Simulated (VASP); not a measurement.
# Ta2N in VASP: further runs, part 2 of 2

VASP 6.6.1.

## 3. Single point, PBE

This run uses another cell than the first one, of 13.62 Å³/atom, 1.064 times its volume.

File INCAR:

```
SYSTEM = Ta2N
  PREC = Accurate
  ENCUT = 520
  EDIFF = 1E-6
  ISMEAR = 0
  SIGMA = 0.05
  LREAL = .FALSE.
  LASPH = .TRUE.
  NELM = 80
  ALGO = Normal
  ISIF = 2
  LWAVE = .FALSE.
  LCHARG = .TRUE.
  GGA = PE
  LELF = .TRUE.
  LVHAR = .TRUE.
  NBANDS = 20
```

File KPOINTS:

```
Automatic mesh
0
G
  12 12 6
  0 0 0
```

File POSCAR:

```
Ta2N
1.0
    3.1128615060      0.0000000000      0.0000000000
   -1.5564307530      2.6958171426      0.0000000000
    0.0000000000      0.0000000000      4.8698410000
Ta N
2 1
Direct
    0.6666666700      0.3333333300      0.7452890000
    0.3333333300      0.6666666700      0.2547110000
    0.0000000000      0.0000000000      0.0000000000
```

Potentials or basis: VASP PAW PBE potentials, release 64 (Ta_pv, N).

Command:

```bash
$ cat potpaw_PBE.64/Ta_pv/POTCAR potpaw_PBE.64/N/POTCAR > POTCAR
$ mpirun -np 1 vasp_std > vasp.out
```

OUTCAR:

```text
SYSTEM = Ta2N
   PREC = Accurate
   ENCUT = 520
   EDIFF = 1E-6
   ISMEAR = 0
   LREAL = .FALSE.
   LASPH = .TRUE.
   NELM = 80
   ISIF = 2
   GGA = PE

 ion  position               nearest neighbor table
   1  0.667  0.333  0.745-   3 2.18   3 2.18   3 2.18   2 2.99   2 2.99   2 2.99   2 3.06   2 3.06
                             2 3.06
   2  0.333  0.667  0.255-   3 2.18   3 2.18   3 2.18   1 2.99   1 2.99   1 2.99   1 3.06   1 3.06
                             1 3.06
   3  0.000  0.000  0.000-   1 2.18   2 2.18   2 2.18   1 2.18   1 2.18   2 2.18

  LATTYP: Found a hexagonal cell.
 ALAT       =     3.1128615060
 C/A-ratio  =     1.5644258476

  Lattice vectors:

 A1 = (   3.1128615060,   0.0000000000,   0.0000000000)
 A2 = (  -1.5564307530,   2.6958171426,   0.0000000000)
 A3 = (   0.0000000000,   0.0000000000,   4.8698410000)

Analysis of symmetry for initial positions (statically):
=====================================================================
 Subroutine PRICEL returns:
 Original cell was already a primitive cell.

 Routine SETGRP: Setting up the symmetry group for a
 hexagonal supercell.

 Subroutine GETGRP returns: Found 12 space group operations
 (whereof 12 operations were pure point group operations)
 out of a pool of 24 trial point group operations.

The static configuration has the point symmetry D_3d.

Analysis of symmetry for dynamics (positions and initial velocities):
=====================================================================
 Subroutine PRICEL returns:
 Original cell was already a primitive cell.

 Routine SETGRP: Setting up the symmetry group for a
 hexagonal supercell.

 Subroutine GETGRP returns: Found 12 space group operations
 (whereof 12 operations were pure point group operations)
 out of a pool of 24 trial point group operations.

The dynamic configuration has the point symmetry D_3d.

 Subroutine INISYM returns: Found 12 space group operations
 (whereof 12 operations are pure point group operations),
 and found     1 'primitive' translations

----------------------------------------------------------------------------------------

                                     Primitive cell

  volume of cell :      40.8663

  direct lattice vectors                    reciprocal lattice vectors
     3.112861506  0.000000000  0.000000000     0.321247829  0.185472520  0.000000000
    -1.556430753  2.695817143  0.000000000     0.000000000  0.370945041  0.000000000
     0.000000000  0.000000000  4.869841000     0.000000000  0.000000000  0.205345513

  length of vectors
     3.112861506  3.112861506  4.869841000     0.370945041  0.370945041  0.205345513

  position of ions in fractional coordinates (direct lattice)
     0.666666670  0.333333330  0.745289000
     0.333333330  0.666666670  0.254711000
     0.000000000  0.000000000  0.000000000

  ion indices of the primitive-cell ions
   primitive index   ion index
                 1           1
                 2           2
                 3           3

----------------------------------------------------------------------------------------

 KPOINTS: Automatic mesh

Automatic generation of k-mesh.
 Grid dimensions read from file:
 generate k-points for:   12   12    6

 Generating k-lattice:

  Cartesian coordinates                     Fractional coordinates (reciprocal lattice)
     0.026770652  0.015456043  0.000000000     0.083333333  0.000000000  0.000000000
     0.000000000  0.030912087  0.000000000     0.000000000  0.083333333  0.000000000
     0.000000000  0.000000000  0.034224252     0.000000000  0.000000000  0.166666667

  Length of vectors
     0.030912087  0.030912087  0.034224252

  Shift w.r.t. Gamma in fractional coordinates (k-lattice)
     0.000000000  0.000000000  0.000000000

 Subroutine IBZKPT returns following result:
 ===========================================

 Found    100 irreducible k-points:

 Following reciprocal coordinates:
            Coordinates               Weight
  0.000000  0.000000  0.000000      1.000000
  0.083333  0.000000  0.000000      6.000000
  0.166667 -0.000000  0.000000      6.000000
  0.250000  0.000000  0.000000      6.000000
  0.333333 -0.000000  0.000000      6.000000
  0.416667 -0.000000  0.000000      6.000000
[... 16 lines left out ...]
  0.166667 -0.000000  0.166667      6.000000
  0.000000  0.166667  0.166667      6.000000
 [... further k-points ...]
   k-points           NKPTS =    100   k-points in BZ     NKDIM =    100   number of bands    NBANDS=     20
   number of dos      NEDOS =    301   number of ions     NIONS =      3
   total plane-waves  NPLWV =  20736
   dimension x,y,z NGX =    24 NGY =   24 NGZ =   36
   dimension x,y,z NGXF=    48 NGYF=   48 NGZF=   72
   ions per type =               2   1
   NGX,Y,Z   is equivalent  to a cutoff of  12.82, 12.82, 12.29 a.u.
   NGXF,Y,Z  is equivalent  to a cutoff of  25.63, 25.63, 24.58 a.u.
 SYSTEM =  Ta2N
   PREC   = accura    normal or accurate (medium, high low for compatibility)
   ISTART =      0    job   : 0-new  1-cont  2-samecut
   ICHARG =      2    charge: 1-file 2-atom 10-const
   ISPIN  =      1    spin polarized calculation?
   LNONCOLLINEAR =      F non collinear calculations
   LSORBIT =      F    spin-orbit coupling
   LASPH  =      T    aspherical Exc in radial PAW
   ENCUT  =  520.0 eV  38.22 Ry    6.18 a.u.   5.79  5.79  9.05*2*pi/ulx,y,z
   NELM   =     80;   NELMIN=  2; NELMDL= -5     # of ELM steps
   EDIFF  = 0.1E-05   stopping-criterion for ELM
   LREAL  =      F    real-space projection
   EDIFFG = 0.1E-04   stopping-criterion for IOM
   NSW    =      0    number of steps for IOM
   IBRION =     -1    ionic relax: 0-MD 1-quasi-New 2-CG
   NFREE  =      0    steps in history (QN), initial steepest desc. (CG)
   ISIF   =      2    stress and relaxation
   ISYM   =      2    0-nonsym 1-usesym 2-fastsym
   POTIM  = 0.5000    time-step for ionic-motion
   TEBEG  =    0.0;   TEEND  =   0.0 temperature during run
   PSTRESS=    0.0 pullay stress
   NELECT =      27.0000    total number of electrons
   NUPDOWN=      -1.0000    fix difference up-down
   EMIN   =  10.00;   EMAX   =-10.00  energy-range for DOS
   EFERMI =   0.00;   METHOD = LEGACY
   ISMEAR =     0;   SIGMA  =   0.05  broadening in eV -4-tet -1-fermi 0-gaus
   EFERMI_NEDOS =   21; number of points for ismear=-14 and -15
   IALGO  =     38    algorithm
   IMIX   =      4    mixing-type and parameters
     AMIX     =   0.40;   BMIX     =  1.00
     AMIX_MAG =   1.60;   BMIX_MAG =  1.00
  volume/ion in A,a.u.               =      13.62        91.93
  Fermi-wavevector in a.u.,A,eV,Ry     =   1.425852  2.694469 27.661374  2.033054
  Thomas-Fermi vector in A             =   2.546192
   LORBIT       =      0    0 simple, 1 ext, 2 COOP (PROOUT), +10 PAW based schemes
   GGA     = PE    functional components
   LHFCALC =     F    Hartree Fock is set to
   AEXX    =    0.0000 exact exchange contribution
   IVDW    =     0    specifies the selected vdW correction
   LEPSILON=     F    determine dielectric tensor
   LRPA    =     F    only Hartree local field effects (RPA)
 non-spin polarized calculation
 Gauss-broadening in eV      SIGMA  =   0.05
  energy-cutoff  :      520.00
  volume of cell :       40.87
 maximum number of plane-waves:      1114
   NGX = 11   NGY = 11   NGZ = 19

 number of electron      26.9999996 magnetization

 Free energy of the ion-electron system (eV)
  ---------------------------------------------------
  ext. energy  EPLUGINS =         0.00000000
  ---------------------------------------------------
  free energy    TOTEN  =       -34.38062130 eV

  energy without entropy =      -34.37916843  energy(sigma->0) =      -34.37989486

 E-fermi :   7.4531     XC(G=0): -12.8464

 val. band max:        7.4492870248   @ k =   0.0833   0.0000   0.0000
 cond. band min:       7.4708842107   @ k =   0.0000   0.4167   0.3333
 fundamental gap:      0.0215971859
 Fermi energy:         7.4530852434

 k-point     1 :       0.0000    0.0000    0.0000
  band No.  band energies     occupation
      1     -28.2213      2.00000
      2     -27.5087      2.00000
      3     -27.5087      2.00000
      4     -27.3834      2.00000
      5     -27.3834      2.00000
      6     -27.2675      2.00000
[... 12 lines left out ...]
     19       8.6226      0.00000
     20      12.3900      0.00000
[... 507 lines left out ...]
 k-point    24 :       0.0000    0.1667    0.1667
  band No.  band energies     occupation
      1     -28.1037      2.00000
      2     -27.6475      2.00000
      3     -27.5527      2.00000
      4     -27.5471      2.00000
      5     -27.4125      2.00000
      6     -27.3373      2.00000
[... 12 lines left out ...]
     19      10.9157      0.00000
     20      11.2176      0.00000

 [... further k-points ...]
[... 5 lines left out ...]
  --------------------------------------------------------------------------------------
  -------------------------------------------------------------------------------------
  Total       -0.2638923     -0.2638923     -0.1714878      0.0000000      0.0000000     -0.0000000
  in kB      -10.3459957    -10.3459957     -6.7232424      0.0000000      0.0000000     -0.0000000
  external PRESSURE =      -9.1384113 kB  Pullay stress =       0.0000000 kB

 VOLUME and BASIS-vectors are now :
 -----------------------------------------------------------------------------
  energy-cutoff  :      520.00
  volume of cell :       40.87
      direct lattice vectors                 reciprocal lattice vectors
     3.112861506  0.000000000  0.000000000     0.321247829  0.185472520  0.000000000
    -1.556430753  2.695817143  0.000000000     0.000000000  0.370945041  0.000000000
     0.000000000  0.000000000  4.869841000     0.000000000  0.000000000  0.205345513

 POSITION                                       TOTAL-FORCE (eV/Angst)
 -----------------------------------------------------------------------------------
      1.55643      0.89861      3.62944        -0.000000      0.000000      0.081918
     -0.00000      1.79721      1.24040         0.000000     -0.000000     -0.081918
      0.00000      0.00000      0.00000        -0.000000      0.000000      0.000000
 -----------------------------------------------------------------------------------
    total drift:                               -0.000000     -0.000000      0.000000

  FREE ENERGIE OF THE ION-ELECTRON SYSTEM (eV)
  ---------------------------------------------------
  free  energy   TOTEN  =       -34.3806212970 eV

  energy  without entropy=      -34.3791684293  energy(sigma->0) =      -34.37989486
```

It took 49 s on 1 thread of Intel Xeon Platinum 8259CL at 2.50GHz (Skylake/Cascade Lake), shared host; peak memory 0.21 GiB.

Results:

* Free energy: -34.3806 eV
* Pressure: -0.9 GPa
* Largest force: 0.082 eV/Å

Forces on the atoms (eV/Å):
```
Ta   0.000  0.000  0.082
Ta   0.000  0.000 -0.082
N    0.000  0.000  0.000
```

Stress tensor (GPa, compression positive):
```
-1.03  0.00  0.00
 0.00 -1.03  0.00
 0.00  0.00 -0.67
```

Levels at points of the mesh, in eV from the Fermi level:
| k point | band 9 | band 10 | band 11 | band 12 | band 13 | band 14 | band 15 | band 16 | band 17 | band 18 |
| --- | --- | --- | --- | --- | --- | --- | --- | --- | --- | --- |
| (0.00, 0.00, 0.00) | -6.02 | -6.02 | -4.96 | -0.64 | -0.21 | -0.21 | 0.29 | 0.29 | 0.29 | 1.17 |
| (0.50, 0.00, 0.00) | -6.50 | -6.33 | -4.51 | -2.61 | -1.37 | 1.77 | 1.89 | 3.71 | 3.99 | 4.21 |
| (0.00, 0.00, 0.50) | -6.19 | -6.19 | -2.84 | -2.64 | -1.10 | -1.10 | 1.79 | 1.91 | 2.30 | 2.30 |
| (0.50, 0.00, 0.50) | -6.64 | -6.07 | -3.26 | -2.15 | -2.11 | -0.26 | 0.73 | 3.29 | 3.52 | 4.00 |

Caveat: spin-orbit coupling is left out, which moves the levels of the heavy elements.

## 4. Single point, PBE

This run uses another cell than the first one, of 13.62 Å³/atom, 1.064 times its volume.

File INCAR:

```
SYSTEM = Ta2N
ALGO     = Normal         ! electronic algorithm
EDIFF    = 1E-6           ! SCF threshold, eV
ENCUT    = 520            ! plane-wave cutoff, eV
GGA      = PE             ! functional
ISIF     = 2              ! what is computed and relaxed
ISMEAR   = 0              ! smearing method
LASPH    = .TRUE.         ! aspherical terms in the spheres
LCHARG   = .TRUE.         ! write CHGCAR
LELF     = .TRUE.         ! ELF
LREAL    = .FALSE.        ! projectors in reciprocal space
LVHAR    = .TRUE.       
LWAVE    = .FALSE.        ! write WAVECAR
NBANDS   = 20             ! bands
NELECT   = 27.1         
NELM     = 60             ! most SCF steps
PREC     = Accurate       ! precision mode
SIGMA    = 0.05           ! smearing width, eV
```

File KPOINTS:

```
k-points
0
G
  12 12 6
  0 0 0
```

POSCAR is that of step 3.

Command:

```bash
$ cat potpaw_PBE.64/Ta_pv/POTCAR potpaw_PBE.64/N/POTCAR > POTCAR
$ mpirun -np 1 vasp_std > vasp.out
```

It took 48 s on 1 thread of Intel Xeon Platinum 8259CL at 2.50GHz (Skylake/Cascade Lake), shared host; peak memory 0.21 GiB.

The run converged. Its results:

```
Free energy   : -33.6323 eV
Largest force : 0.104 eV/Å
```

Forces in eV/Å, atoms in the order of the input:
```
Ta   0.000  0.000  0.104
Ta   0.000  0.000 -0.104
N    0.000  0.000  0.000
```

Levels at points of the mesh, in eV from the Fermi level:
| k point | band 12 | band 13 | band 14 | band 15 | band 16 | band 17 |
| --- | --- | --- | --- | --- | --- | --- |
| (0.00, 0.00, 0.00) | -0.70 | -0.28 | -0.28 | 0.22 | 0.23 | 0.23 |
| (0.50, 0.00, 0.00) | -2.68 | -1.44 | 1.71 | 1.83 | 3.65 | 3.94 |
| (0.00, 0.00, 0.50) | -2.71 | -1.16 | -1.16 | 1.73 | 1.84 | 2.24 |
| (0.50, 0.00, 0.50) | -2.23 | -2.18 | -0.33 | 0.67 | 3.23 | 3.47 |

Caveat: the cell carries a net charge on a neutralising background, which shifts energy and pressure; the cell is charged against a uniform background, so pressure and absolute levels hang on convention; spin-orbit coupling is left out, which moves the levels of the heavy elements.

## 5. Single point, PBE

This run uses another cell than the first one, of 13.62 Å³/atom, 1.064 times its volume.

File INCAR:

```
SYSTEM = Ta2N
ALGO = Normal ; EDIFF = 1E-6
ENCUT = 520 ; GGA = PE
ISIF = 2 ; ISMEAR = 0
LASPH = .TRUE. ; LCHARG = .FALSE.
LREAL = .FALSE. ; LWAVE = .FALSE.
NBANDS = 20 ; NELM = 100
PREC = Accurate ; SIGMA = 0.05
```

KPOINTS is that of step 4.

POSCAR: that of step 4 with these lines changed.

```diff
@@ -10,2 +10,2 @@
     0.3333333300      0.6666666700      0.2547110000
-    0.0000000000      0.0000000000      0.0000000000
+    0.0092736260      0.0185472520      0.0000000000
```

Command:

```bash
$ cat potpaw_PBE.64/Ta_pv/POTCAR potpaw_PBE.64/N/POTCAR > POTCAR
$ mpirun -np 1 vasp_std > vasp.out
```

Wall time 1.9 min (1 thread of Intel Xeon Platinum 8259CL at 2.50GHz (Skylake/Cascade Lake), shared host); peak memory 0.29 GiB.

Results (log left out):

```yaml
Free_energy: -34.3650 eV
Pressure: -0.7 GPa
Largest_force: 0.626 eV/Å
```

Forces on the atoms (eV/Å):
```
Ta   0.000  0.289  0.043
Ta   0.000  0.337 -0.039
N    0.000 -0.626 -0.003
```

Stress tensor (GPa, compression positive):
```
-0.93  0.00  0.00
 0.00 -0.76  0.15
 0.00  0.15 -0.40
```

Levels at points of the mesh, in eV from the Fermi level:
```tsv
k point	band 11	band 12	band 13	band 14	band 15	band 16
(0.00, 0.00, 0.00)	-4.95	-0.64	-0.30	-0.21	0.23	0.28
(0.50, 0.00, 0.00)	-4.49	-2.60	-1.36	1.76	1.89	3.71
(0.00, 0.50, 0.00)	-4.50	-2.61	-1.36	1.78	1.90	3.71
(0.00, 0.00, 0.50)	-2.84	-2.64	-1.09	-1.09	1.71	1.86
(0.50, 0.00, 0.50)	-3.24	-2.15	-2.10	-0.28	0.75	3.29
(0.00, 0.50, 0.50)	-3.26	-2.14	-2.10	-0.25	0.74	3.30
```

Caveat: spin-orbit coupling is left out, which moves the levels of the heavy elements.

## 6. Single point, PBE

File INCAR:

```
PREC     = Accurate       # precision mode
ENCUT    = 600            # plane-wave cutoff, eV
EDIFF    = 1E-6           # SCF threshold, eV
ISMEAR   = 0              # smearing method
SIGMA    = 0.05           # smearing width, eV
LREAL    = False          # projectors in reciprocal space
LASPH    = True           # aspherical terms in the spheres
NELM     = 120            # most SCF steps
ALGO     = Normal         # electronic algorithm
ISIF     = 2              # what is computed and relaxed
LWAVE    = False          # write WAVECAR
LCHARG   = True           # write CHGCAR
GGA      = PE             # functional
LELF     = True           # ELF
LVHAR    = True         
NBANDS   = 22             # bands
GGA_COMPAT= False
```

File KPOINTS:

```
Automatic mesh
0
Gamma
  12 12 6
```

File POSCAR:

```
Ta2N
1.0
    3.0493158896      0.0000000000      0.0000000000
   -1.5246579448      2.6407850245      0.0000000000
    0.0000000000      0.0000000000      4.7704285953
Ta N
2 1
Direct
    0.6666666700      0.3333333300      0.7452890000
    0.3333333300      0.6666666700      0.2547110000
    0.0000000000      0.0000000000      0.0000000000
```

Potentials or basis: VASP PAW PBE potentials, release 64 (Ta_sv_GW, N).

Command:

```bash
$ cat potpaw_PBE.64/Ta_sv_GW/POTCAR potpaw_PBE.64/N/POTCAR > POTCAR
$ mpirun -np 1 vasp_std > vasp.out
```

Wall time 81 s (1 thread of Intel Xeon Platinum 8488C (Sapphire Rapids), shared host); peak memory 0.24 GiB.

The run converged. Its results:

```
Free energy   : -39.2747 eV
Pressure      : 18.2 GPa
Largest force : 0.290 eV/Å
```

Forces on the atoms (eV/Å):
```
Ta   0.000  0.000 -0.290
Ta   0.000  0.000  0.290
N    0.000  0.000  0.000
```

Stress tensor (GPa, compression positive):
```
17.97  0.00  0.00
 0.00 17.97  0.00
 0.00  0.00 18.58
```

Levels at points of the mesh, in eV from the Fermi level:
| k point | band 13 | band 14 | band 15 | band 16 | band 17 | band 18 |
| --- | --- | --- | --- | --- | --- | --- |
| (0.00, 0.00, 0.00) | -4.92 | -0.69 | -0.23 | -0.23 | 0.29 | 0.32 |
| (0.50, 0.00, 0.00) | -4.85 | -2.67 | -1.31 | 1.93 | 2.07 | 4.05 |
| (0.00, 0.00, 0.50) | -2.99 | -2.65 | -1.19 | -1.19 | 1.92 | 2.26 |
| (0.50, 0.00, 0.50) | -3.46 | -2.15 | -2.10 | -0.27 | 0.81 | 3.60 |

Caveat: spin-orbit coupling is left out, which moves the levels of the heavy elements.

## 7. Summary

```tsv
potentials or basis	cell	cutoff (eV)	second run	gap on the mesh (eV)	pressure (GPa)	largest force (eV/Å)
VASP PAW PBE potentials, release 64 (Ta_pv, N)	a = 3.049, b = 3.049, c = 4.770 Å, angles 90.0, 90.0, 120.0°, 3 atoms	520	-	none	18.8	0.30
VASP PAW PBE potentials, release 64 (Ta_pv, N)	a = 3.113, b = 3.113, c = 4.870 Å, angles 90.0, 90.0, 120.0°, 3 atoms	520	-	none	-0.7	0.63
VASP PAW PBE potentials, release 64 (Ta_sv_GW, N)	a = 3.049, b = 3.049, c = 4.770 Å, angles 90.0, 90.0, 120.0°, 3 atoms	600	valence_matched	none	18.2	0.29
```

Some of these runs hold the atoms at other places in the same cell, which the table doesn't show; runs alike in all that it shows share one row.

Alike in all rows: task single point; level PBE; no spin polarisation; k mesh 12 × 12 × 6; smearing gaussian 0.05 eV.

Caveats: spin-orbit coupling is left out, which moves the levels of the heavy elements.

Total energies depend on the potentials used, so only differences within one code and one set of settings carry meaning.
